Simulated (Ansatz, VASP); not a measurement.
Two plane-wave programs on NbH2

The input INCAR:

```
PREC = Accurate
ENCUT = 520
EDIFF = 1E-6
ISMEAR = -1
SIGMA = 0.15
LREAL = False
LASPH = True
NELM = 100
ALGO = Normal
ISIF = 2
LWAVE = False
LCHARG = True
GGA = PS
LELF = True
LVHAR = True
NBANDS = 14
```

File KPOINTS:

```
regular mesh
0
Gamma
  16 16 16
```

File POSCAR:

```
NbH2
1.0
    0.0000000000      2.2752893379      2.2752893379
    2.2752893379      0.0000000000      2.2752893379
    2.2752893379      2.2752893379      0.0000000000
Nb H
1 2
Direct
    0.0000000000      0.0000000000      0.0000000000
    0.2500000000      0.2500000000      0.2500000000
    0.7500000000      0.7500000000      0.7500000000
```

Input for Ansatz:

```yaml
crystal:
  lattice:
    - [0.0, 2.2752893379, 2.2752893379]
    - [2.2752893379, 0.0, 2.2752893379]
    - [2.2752893379, 2.2752893379, 0.0]
  atoms:
    - { symbol: Nb, position: [0.0, 0.0, 0.0] }
    - { symbol: H, position: [0.25, 0.25, 0.25] }
    - { symbol: H, position: [0.75, 0.75, 0.75] }
basis:
  ecutwfc: 420
kpoints:
  mp_grid: { grid: [16, 16, 16] }
hamiltonian:
  xc: pbesol
scf:
  occupations: { method: fermi_dirac, width: 0.15 }
output:
  forces: true
  stress: true
  eigenvalues: true
```

Alike in both runs: task single point; functional PBEsol; k mesh 16 × 16 × 16; occupations fermi-dirac, width 0.15 eV; no spin polarisation.

```csv
,VASP,Ansatz
version,VASP 6.6.1,Ansatz 0.2.0
potentials or method,"VASP PAW PBE potentials, release 64 (Nb_sv, H), cutoff 520 eV","scalar-relativistic, plane waves, PAW"
valence electrons in the cell,15,15
```

|  | VASP | Ansatz | Ansatz less VASP |
| --- | --- | --- | --- |
| gap on the k mesh at the Fermi level (eV) | none | none | - |
| pressure (GPa) | -4.0 | -3.6 | +0.43 |

VASP's potentials were made for PBE, not for PBEsol. A gap of «none» marks a metal or a gap that the smearing closes.
